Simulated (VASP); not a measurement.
Set up this calculation in VASP 6.6.1, as the native input.

```yaml
Task: single point
Functional: HSE06
Potentials_or_basis: VASP PAW PBE potentials, release 64 (Ga_d, As)
Cutoff: 520 eV
k_mesh: 4 × 4 × 4
Occupations: fermi-dirac, width 0.05 eV
Spin: no spin polarisation
Dipole_correction: no
Grid_for_exact_exchange_PRECFOCK: Normal
Further_INCAR_settings: ALGO = Normal; EDIFF = 1e-06; NBANDS = 16
Screening_parameter: 0.2079 1/Å
```

GaAs (zinc blende type):

```
Ga As
1.0
     0.00000    2.88455    2.88455
     2.88455    0.00000    2.88455
     2.88455    2.88455    0.00000
Ga As
1 1
Direct
  0.00000 0.00000 0.00000
  0.25000 0.25000 0.25000
```

The input as run:

POSCAR

```
GaAs
1.0
    0.0000000000      2.8845515652      2.8845515652
    2.8845515652      0.0000000000      2.8845515652
    2.8845515652      2.8845515652      0.0000000000
Ga As
1 1
Direct
    0.0000000000      0.0000000000      0.0000000000
    0.2500000000      0.2500000000      0.2500000000
```

INCAR.step1

```
SYSTEM = GaAs
PREC = Accurate ; ENCUT = 520
EDIFF = 1E-5 ; ISMEAR = -1
SIGMA = 0.05 ; LREAL = .FALSE.
LASPH = .TRUE. ; NELM = 100
ALGO = Normal ; ISIF = 2
LWAVE = .TRUE. ; LCHARG = .FALSE.
NBANDS = 16 ; GGA = PE
```

INCAR.step2

```
SYSTEM = GaAs
PREC = Accurate ; ENCUT = 520
EDIFF = 1E-6 ; ISMEAR = -1
SIGMA = 0.05 ; LREAL = .FALSE.
LASPH = .TRUE. ; NELM = 100
ALGO = Normal ; ISIF = 2
LWAVE = .FALSE. ; LCHARG = .FALSE.
GGA = PE ; LHFCALC = .TRUE.
HFSCREEN = 0.2079 ; PRECFOCK = Normal
NBANDS = 16 ; ISTART = 1
```

KPOINTS

```
Automatic mesh
0
G
  4 4 4
  0 0 0
```

Potentials or basis: VASP PAW PBE potentials, release 64 (Ga_d, As).

Launch:

```sh
$ cat potpaw_PBE.64/Ga_d/POTCAR potpaw_PBE.64/As/POTCAR > POTCAR
$ cp INCAR.step1 INCAR
$ mpirun -np 1 vasp_std > vasp.out
$ cp INCAR.step2 INCAR
$ mpirun -np 1 vasp_std > vasp.out
```

It gave:

```json
{"Pressure": "-2.9 GPa", "Band gap on the k mesh": "0.96 eV, direct"}
```

Caveat: the k points lie up to 0.47 Å⁻¹ apart; the PAW data sets were made with another functional, which shifts forces and pressure a little.

Run time: 6.9 min on 1 thread of AMD EPYC 7R13 Processor (Zen 3), on a shared host, peak memory 0.24 GiB.
